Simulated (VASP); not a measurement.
A run of VASP 6.6.1 is set up as follows.

Contents of INCAR:

```
SYSTEM = Si16O
  ALGO = Normal
  EDIFF = 1E-6
  ENCUT = 520
  GGA = PE
  ISIF = 2
  ISMEAR = -1
  ISPIN = 2
  IVDW = 12
  LASPH = .True.
  LCHARG = .False.
  LORBIT = 11
  LREAL = Auto
  LWAVE = .False.
  MAGMOM = 0 0 0 0 0 0 0 0 0 0 0 0 0 0 0 0 1
  NBANDS = 53
  NELM = 150
  PREC = Accurate
  SIGMA = 0.05
```

File KPOINTS:

```
k-points
0
Gamma
  2 2 2
  0 0 0
```

Contents of POSCAR:

```
Si16O
1.0
    0.0000000000      5.4300000000      5.4300000000
    5.4300000000      0.0000000000      5.4300000000
    5.4300000000      5.4300000000      0.0000000000
Si O
16 1
Direct
    0.0480570902     -0.0955524862      0.0675046041
    0.1774585635      0.0259668508      0.1636464088
   -0.0835267035      0.0384254144      0.6843001842
    0.1170165746      0.1634069982      0.6940515654
    0.0659392265      0.3784990792      0.0325138122
    0.2174309392      0.5407274401      0.0643554328
   -0.0388766114      0.6055616943      0.3710681400
    0.1118876611      0.7648526703      0.5510957643
    0.5436832413     -0.0605156538      0.0232596685
    0.6066482505      0.0906998158      0.1574217311
    0.4531491713     -0.0078453039      0.5130570902
    0.5465009208      0.2085267035      0.6806813996
    0.5884438306      0.4398802947     -0.1065101289
    0.6940331492      0.5696500921      0.0389686924
    0.5533425414      0.5371915285      0.3783333333
    0.6331675875      0.6484898711      0.5402209945
    0.5997053407      1.0274953959      0.5883793738
```

Potentials or basis: VASP PAW PBE potentials, release 64 (Si, O).

Launch:

```console
$ cat potpaw_PBE.64/Si/POTCAR potpaw_PBE.64/O/POTCAR > POTCAR
$ mpirun -np 1 vasp_std > vasp.out
```

(1) Predict the pressure.

(2) Predict the net moment.

(3) What does it give for the largest force?

Answers

(1) 4.2 GPa.

(2) 0.00 μB per cell.

(3) 3.382 eV/Å.

Caveat: the k points lie up to 0.50 Å⁻¹ apart.
